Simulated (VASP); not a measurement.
# MgO (ke600) (Fm-3m) in VASP: vibrations by perturbation theory with LDA

Aim: the vibrations by perturbation theory of MgO (ke600) with LDA.

Everything below comes from runs of VASP 6.6.1. Logs are shortened: lines on timing, memory, paths and dates and some standing lists are left out, and cuts for length are marked.

## 1. The cell of the first run

It takes space group Fm-3m (No. 225, cubic). The conventional cell has a = 4.161 Å, b = 4.161 Å, c = 4.161 Å, α = 90.00°, β = 90.00°, γ = 90.00°. Within 2.8 Å of Mg (site symmetry m-3m) lie 6 O at 2.08 Å. Within 2.8 Å of O (site symmetry m-3m) lie 6 Mg at 2.08 Å.

## 2. Vibrations by perturbation theory, LDA

Input file INCAR:

```
  PREC = Accurate
  ENCUT = 520
  EDIFF = 1E-8
  ISMEAR = 0
  SIGMA = 0.01
  LREAL = F
  LASPH = T
  NELM = 80
  ALGO = Normal
  ISIF = 2
  LWAVE = F
  LCHARG = F
  IBRION = 8
  NSW = 1
  LEPSILON = T
```

Input file KPOINTS:

```
Automatic mesh
0
Gamma
  10 10 10
```

Input file POSCAR:

```
MgO
1.0
    0.0000000000      2.0804466864      2.0804466864
    2.0804466864      0.0000000000      2.0804466864
    2.0804466864      2.0804466864      0.0000000000
Mg O
1 1
Direct
    0.0000000000      0.0000000000      0.0000000000
    0.5000000000      0.5000000000      0.5000000000
```

Potentials or basis: VASP PAW LDA potentials, release 64 (Mg, O).

Run with:

```console
$ cat potpaw_LDA.64/Mg/POTCAR potpaw_LDA.64/O/POTCAR > POTCAR
$ mpirun -np 1 vasp_std > vasp.out
```

OUTCAR:

```text
PREC = Accurate
   ENCUT = 520
   EDIFF = 1E-8
   ISMEAR = 0
   LREAL = F
   LASPH = T
   NELM = 80
   ISIF = 2
   IBRION = 8
   NSW = 1
   LEPSILON = T

 ion  position               nearest neighbor table
   1  0.000  0.000  0.000-   2 2.08   2 2.08   2 2.08   2 2.08   2 2.08   2 2.08
   2  0.500  0.500  0.500-   1 2.08   1 2.08   1 2.08   1 2.08   1 2.08   1 2.08

  LATTYP: Found a face centered cubic cell.
 ALAT       =     4.1608933728

  Lattice vectors:

 A1 = (   0.0000000000,   2.0804466864,   2.0804466864)
 A2 = (   2.0804466864,   0.0000000000,   2.0804466864)
 A3 = (   2.0804466864,   2.0804466864,   0.0000000000)

Analysis of symmetry for initial positions (statically):
=====================================================================
 Subroutine PRICEL returns:
 Original cell was already a primitive cell.

 Routine SETGRP: Setting up the symmetry group for a
 face centered cubic supercell.

 Subroutine GETGRP returns: Found 48 space group operations
[... 9 lines left out ...]

 Routine SETGRP: Setting up the symmetry group for a
 face centered cubic supercell.

 Subroutine GETGRP returns: Found 48 space group operations
[... 11 lines left out ...]
                                     Primitive cell

  volume of cell :      18.0094

  direct lattice vectors                    reciprocal lattice vectors
     0.000000000  2.080446686  2.080446686    -0.240333003  0.240333003  0.240333003
     2.080446686  0.000000000  2.080446686     0.240333003 -0.240333003  0.240333003
     2.080446686  2.080446686  0.000000000     0.240333003  0.240333003 -0.240333003

  length of vectors
     2.942195920  2.942195920  2.942195920     0.416268972  0.416268972  0.416268972

  position of ions in fractional coordinates (direct lattice)
     0.000000000  0.000000000  0.000000000
     0.500000000  0.500000000  0.500000000

  ion indices of the primitive-cell ions
   primitive index   ion index
                 1           1
                 2           2

----------------------------------------------------------------------------------------

 KPOINTS: Automatic mesh

Automatic generation of k-mesh.
 Grid dimensions read from file:
 generate k-points for:   10   10   10

 Generating k-lattice:

  Cartesian coordinates                     Fractional coordinates (reciprocal lattice)
    -0.024033300  0.024033300  0.024033300     0.100000000  0.000000000  0.000000000
     0.024033300 -0.024033300  0.024033300     0.000000000  0.100000000  0.000000000
     0.024033300  0.024033300 -0.024033300     0.000000000  0.000000000  0.100000000

  Length of vectors
     0.041626897  0.041626897  0.041626897

  Shift w.r.t. Gamma in fractional coordinates (k-lattice)
     0.000000000  0.000000000  0.000000000

 Subroutine IBZKPT returns following result:
 ===========================================

 Found     47 irreducible k-points:

 Following reciprocal coordinates:
            Coordinates               Weight
  0.000000  0.000000  0.000000      1.000000
  0.100000  0.000000  0.000000      8.000000
  0.200000  0.000000  0.000000      8.000000
  0.300000  0.000000  0.000000      8.000000
[... 390 lines left out ...]
 ------------------------------------------------------

 Free energy of the ion-electron system (eV)
  ---------------------------------------------------
  ---------------------------------------------------
  free energy    TOTEN  =        -0.11210405 eV

  energy without entropy =       -0.11210405

------------------------ aborting loop because EDIFF is reached ----------------------------------------

--------------------------------------- Ionic step        2  -------------------------------------------

------------------------ aborting loop because EDIFF is reached ----------------------------------------

--------------------------------------- Ionic step        3  -------------------------------------------

------------------------ aborting loop because EDIFF is reached ----------------------------------------

 PIEZOELECTRIC TENSOR FIELD DIRECTION 3  (e Angst)
 -----------------------------------------------------------------------------
    -0.00015  0.00000 -0.00000           ( -0.00001  0.00000 -0.00000)
     0.00000 -0.00015  0.00000           (  0.00000 -0.00001  0.00000)
    -0.00000 -0.00000 -0.00018           ( -0.00000  0.00000 -0.00001)

 PIEZOELECTRIC TENSOR FIELD DIRECTION 3  (C/m^2)
 -----------------------------------------------------------------------------
    -0.00014  0.00000 -0.00000
     0.00000 -0.00014  0.00000
    -0.00000 -0.00000 -0.00016

--------------------------------------- Ionic step        4  -------------------------------------------

------------------------ aborting loop because EDIFF is reached ----------------------------------------

[... ionic steps 5 to 6 ...]

--------------------------------------- Ionic step        7  -------------------------------------------

 Free energy of the ion-electron system (eV)
  ---------------------------------------------------
  ---------------------------------------------------
  free energy    TOTEN  =        -0.35241544 eV

  energy without entropy =       -0.35241544

------------------------ aborting loop because EDIFF is reached ----------------------------------------

 INTERNAL STRAIN TENSOR  FOR ION    2  DIRECTION 1   (eV/Angst):
 -----------------------------------------------------------------------------
    -0.00452 -0.00000  0.00000
     0.00000  0.00716 -0.00000
     0.00000 -0.00000  0.00716

 MACROSCOPIC STATIC DIELECTRIC TENSOR (including local field effects in DFT)
 ------------------------------------------------------
           3.105457    -0.000000     0.000000
           0.000000     3.105457     0.000000
           0.000000     0.000000     3.105457
 ------------------------------------------------------

 PIEZOELECTRIC TENSOR (including local field effects)  for field in x, y, z        (e  Angst)
          XX          YY          ZZ          XY          YZ          ZX
  --------------------------------------------------------------------------------
  x     0.00000     0.00000     0.00000     0.00000     0.00000     0.00000
  y     0.00000     0.00000     0.00000     0.00000     0.00000     0.00000
  z     0.00000     0.00000     0.00000     0.00000     0.00000     0.00000

 PIEZOELECTRIC TENSOR (including local field effects)  for field in x, y, z        (C/m^2)
          XX          YY          ZZ          XY          YZ          ZX
  --------------------------------------------------------------------------------
  x     0.00000     0.00000     0.00000     0.00000     0.00000     0.00000
  y     0.00000     0.00000     0.00000     0.00000     0.00000     0.00000
  z     0.00000     0.00000     0.00000     0.00000     0.00000     0.00000

 BORN EFFECTIVE CHARGES (including local field effects) (in |e|, cummulative output)
 ---------------------------------------------------------------------------------
 ion    1
    1     1.95309    -0.00000     0.00000
    2     0.00000     1.95309    -0.00000
    3     0.00000    -0.00000     1.95309
 ion    2
    1    -1.95309     0.00000    -0.00000
    2     0.00000    -1.95309     0.00000
    3    -0.00000     0.00000    -1.95309

 INTERNAL STRAIN TENSOR FOR ION    2 for displacements in x,y,z  (eV/Angst):
          X           Y           Z          XY          YZ          ZX
  --------------------------------------------------------------------------------
  x     0.00000     0.00000     0.00000     0.00000     0.00000     0.00000
  y     0.00000     0.00000     0.00000     0.00000     0.00000     0.00000
  z     0.00000     0.00000     0.00000     0.00000     0.00000     0.00000

 SECOND DERIVATIVES (NOT SYMMETRIZED)
 ------------------------------------
               1X          1Y          1Z          2X          2Y          2Z
  1X    -6.056044    0.000000    0.000000    6.056044    0.000000    0.000000
  1Y     0.000000   -6.056044    0.000000    0.000000    6.056044    0.000000
  1Z     0.000000    0.000000   -6.056044    0.000000    0.000000    6.056044
  2X     6.064962    0.000000    0.000000   -6.064962    0.000000    0.000000
  2Y     0.000000    6.064962    0.000000    0.000000   -6.064962    0.000000
  2Z     0.000000    0.000000    6.064962    0.000000    0.000000   -6.064962

 Eigenvectors and eigenvalues of the dynamical matrix
 ----------------------------------------------------

   1 f  =   12.391094 THz    77.855540 2PiTHz  413.322408 cm-1    51.245424 meV
             X         Y         Z           dx          dy          dz
      0.000000  0.000000  0.000000     0.000000    0.629778    0.000000
      2.080447  2.080447  2.080447     0.000000   -0.776775    0.000000
[... 21 lines left out ...]
   6 f/i=    0.004460 THz     0.028022 2PiTHz    0.148765 cm-1     0.018444 meV
             X         Y         Z           dx          dy          dz
      0.000000  0.000000  0.000000     0.000000    0.000000    0.776775
      2.080447  2.080447  2.080447     0.000000    0.000000    0.629778

--------------------------------------------------------------------------------------------------------

 MACROSCOPIC STATIC DIELECTRIC TENSOR IONIC CONTRIBUTION
 ------------------------------------------------------
           6.324159    -0.000000     0.000000
          -0.000000     6.324159    -0.000000
           0.000000    -0.000000     6.324159
 ------------------------------------------------------

 ELASTIC MODULI CONTR FROM IONIC RELAXATION (kBar)
 Direction    XX          YY          ZZ          XY          YZ          ZX
 --------------------------------------------------------------------------------
 XX           0.0000      0.0000      0.0000      0.0000      0.0000      0.0000
 YY           0.0000      0.0000      0.0000      0.0000      0.0000      0.0000
 ZZ           0.0000      0.0000      0.0000      0.0000      0.0000      0.0000
 XY           0.0000      0.0000      0.0000      0.0000      0.0000      0.0000
 YZ           0.0000      0.0000      0.0000      0.0000      0.0000      0.0000
 ZX           0.0000      0.0000      0.0000      0.0000      0.0000      0.0000
 --------------------------------------------------------------------------------

 PIEZOELECTRIC TENSOR IONIC CONTR  for field in x, y, z        (C/m^2)
          XX          YY          ZZ          XY          YZ          ZX
  --------------------------------------------------------------------------------
  x     0.00000     0.00000     0.00000     0.00000     0.00000     0.00000
  y     0.00000     0.00000     0.00000     0.00000     0.00000     0.00000
  z     0.00000     0.00000     0.00000     0.00000     0.00000     0.00000
```

It took 63 s on 1 thread of Intel Xeon Platinum 8488C (Sapphire Rapids), shared host; peak memory 0.17 GiB.

What came out:

- Electronic dielectric tensor (diagonal): 3.11
- Born charges (mean of the diagonal): Mg +1.95; O -1.95 e
- Highest phonon frequency at Γ, LO-TO splitting left out: 413 cm⁻¹

Phonon frequencies in cm⁻¹ (negative: imaginary):
```tsv
q point	frequencies
(0.000, 0.000, 0.000)	0 0 0 413 413 413
```

Electronic dielectric tensor:
```
3.11 0.00 0.00
0.00 3.11 0.00
0.00 0.00 3.11
```

Born effective charge tensors (e):
atom 1, Mg
```
1.95 0.00 0.00
0.00 1.95 0.00
0.00 0.00 1.95
```
atom 2, O
```
-1.95  0.00  0.00
 0.00 -1.95  0.00
 0.00  0.00 -1.95
```

Caveat: the cell wasn't relaxed at this level first, which shifts response properties.
